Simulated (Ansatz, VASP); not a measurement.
# Si23BHO48: VASP beside Ansatz

```
CELL_PARAMETERS angstrom
9.83160 0.00000 0.00000
-4.91580 8.51441 0.00000
0.00000 0.00000 10.81820
ATOMIC_POSITIONS crystal
Si 0.26969 0.00425 0.16595
Si 0.00087 0.26833 0.33343
Si 0.23001 0.23602 0.00111
Si 0.26657 0.00397 0.66825
Si 0.98771 0.26516 0.83639
Si 0.23738 0.24797 0.50465
Si 0.26891 0.50350 0.16943
Si 0.00717 0.76153 0.33461
Si 0.23789 0.73760 0.99952
Si 0.99960 0.76329 0.83477
Si 0.24449 0.73561 0.50164
Si 0.77046 0.99958 0.16779
Si 0.50055 0.27099 0.33631
Si 0.71970 0.22542 0.00675
Si 0.76694 0.99743 0.66626
Si 0.49579 0.26489 0.83888
Si 0.73155 0.22928 0.49976
Si 0.76718 0.50035 0.16873
Si 0.50821 0.76575 0.33694
Si 0.72850 0.72904 0.99673
Si 0.76786 0.49333 0.67198
Si 0.49344 0.75540 0.82568
Si 0.74012 0.73121 0.50282
O 0.07018 0.21044 0.44537
O 0.29496 0.36648 0.11081
O 0.13764 0.43486 0.27873
O 0.19997 0.07090 0.05998
O 0.36613 0.30228 0.39329
O 0.43201 0.14371 0.22421
O 0.06673 0.21203 0.94395
O 0.30312 0.38533 0.60936
O 0.11336 0.44054 0.78519
O 0.20978 0.08498 0.56537
O 0.35823 0.29531 0.88967
O 0.43136 0.13365 0.72992
O 0.07663 0.69590 0.44163
O 0.30650 0.87563 0.10363
O 0.14302 0.92710 0.27811
O 0.20825 0.57544 0.06195
O 0.37652 0.80182 0.39293
O 0.43565 0.63727 0.22609
O 0.07029 0.70959 0.94822
O 0.29504 0.86981 0.60710
O 0.13155 0.92735 0.77454
O 0.23013 0.57676 0.56041
O 0.35865 0.78649 0.88353
O 0.42847 0.62750 0.71503
O 0.56688 0.20511 0.44544
O 0.79188 0.36138 0.11214
O 0.64037 0.43580 0.28138
O 0.69387 0.06304 0.06594
O 0.86018 0.29204 0.38840
O 0.93666 0.13919 0.22155
O 0.55427 0.20091 0.95454
O 0.79495 0.35742 0.61207
O 0.63878 0.42690 0.78263
O 0.70407 0.06410 0.55527
O 0.83983 0.27643 0.89086
O 0.92894 0.13599 0.72560
O 0.57366 0.69886 0.44568
O 0.79604 0.86552 0.10238
O 0.65017 0.92886 0.28368
O 0.70334 0.56808 0.05958
O 0.87148 0.78951 0.39411
O 0.93522 0.63477 0.22255
O 0.56261 0.69627 0.93824
O 0.80243 0.86540 0.60942
O 0.63282 0.92226 0.77285
O 0.71102 0.56821 0.56421
O 0.85652 0.78509 0.88483
O 0.93753 0.62338 0.73028
B 0.31542 0.52888 0.63263
H 0.05672 0.50619 0.74989
```

Alike in both runs: task single point; functional PBE; dispersion D3(BJ); k mesh 1 × 1 × 1; occupations gaussian, width 0.02 eV; no spin polarisation.

```csv
,VASP,Ansatz
version,VASP 6.6.1,Ansatz 0.2.0
potentials or method,"VASP PAW PBE potentials, release 64 (Si, O, B, H)","scalar-relativistic, plane waves, PAW"
plane-wave cutoff (eV),520,420
valence electrons in the cell,384,384
```

Ansatz gave:

| Property | Result |
| --- | --- |
| gap on the k mesh at the Fermi level (eV) | 5.69 |
| least direct gap on the mesh (eV) | 5.69 |

Problem. Which values does VASP return?

Solution. gap on the k mesh at the Fermi level (eV): 5.68; least direct gap on the mesh (eV): 5.68.
